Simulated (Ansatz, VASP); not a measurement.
Given: the input of a run of Ansatz 0.2.0 on MgO.

input.yaml

```yaml
crystal:
  lattice:
    - [3.3513154912, 0.0, 0.0]
    - [-1.6756577457, 2.9023243515, 0.0]
    - [0.0, 0.0, 5.0484534221]
  atoms:
    - { symbol: Mg, position: [0.6666666667, 0.3333333333, 0.50215974] }
    - { symbol: Mg, position: [0.3333333333, 0.6666666667, 0.00215974] }
    - { symbol: O, position: [0.6666666667, 0.3333333333, 0.90244026] }
    - { symbol: O, position: [0.3333333333, 0.6666666667, 0.40244026] }
kpoints:
  mp_grid: { grid: [9, 9, 6] }
scf:
  occupations: { method: fermi_dirac, width: 0.05 }
hamiltonian:
  xc: lda
  pseudopotentials: { kind: all_electron, lapw: { basis_error: 0.002 } }
output:
  forces: true
  stress: true
  eigenvalues: true
```

Potentials or basis: all-electron LAPW, scalar-relativistic.

The run is started by

```bash
$ ansatz run input.yaml --threads 2 --pin off --max-ram 6144MiB --backend cpu --events-out ev --progress --plain --runs-dir out
```

**Question.** Translate it to VASP 6.6.1. Potentials there: VASP PAW LDA potentials, release 64 (Mg, O).

**Answer.** As run (the cutoff follows the program's own potentials):

The input INCAR:

```
SYSTEM = MgO
  ALGO = Normal
  EDIFF = 1E-6
  ENCUT = 520
  GGA = CA
  ISIF = 2
  ISMEAR = -1
  LASPH = .True.
  LCHARG = .False.
  LREAL = .False.
  LWAVE = .False.
  NBANDS = 16
  NELM = 80
  PREC = Accurate
  SIGMA = 0.05
```

KPOINTS

```
k-points
0
Gamma
  9 9 6
  0 0 0
```

Contents of POSCAR:

```
MgO
1.0
    3.3513154912      0.0000000000      0.0000000000
   -1.6756577457      2.9023243515      0.0000000000
    0.0000000000      0.0000000000      5.0484534221
Mg O
2 2
Direct
    0.6666666667      0.3333333333      0.5021597400
    0.3333333333      0.6666666667      0.0021597400
    0.6666666667      0.3333333333      0.9024402600
    0.3333333333      0.6666666667      0.4024402600
```

Potentials or basis: VASP PAW LDA potentials, release 64 (Mg, O).

Run with:

```console
$ cat potpaw_LDA.64/Mg/POTCAR potpaw_LDA.64/O/POTCAR > POTCAR
$ mpirun -np 1 vasp_std > vasp.out
```

Both were run:

|  | VASP | Ansatz | Ansatz less VASP |
| --- | --- | --- | --- |
| gap on the k mesh at the Fermi level (eV) | 3.15 | 3.15 | +0.005 |
| least direct gap on the mesh (eV) | 3.15 | 3.15 | +0.005 |
| pressure (GPa) | -9.5 | -8.2 | +1.31 |
| traceless stress, the component that is largest in VASP (GPa) | 0.95 | 0.74 | -0.210 |
| rms of the force components (eV/Å) | 0.049 | 0.042 | -0.0077 |

LDA's correlation is that of Perdew and Zunger in VASP and of Perdew and Wang (1992) in Ansatz. Atom by atom the forces differ by 0.008 eV/Å (rms over components). Ansatz ran all-electron here, and VASP with PAW potentials.
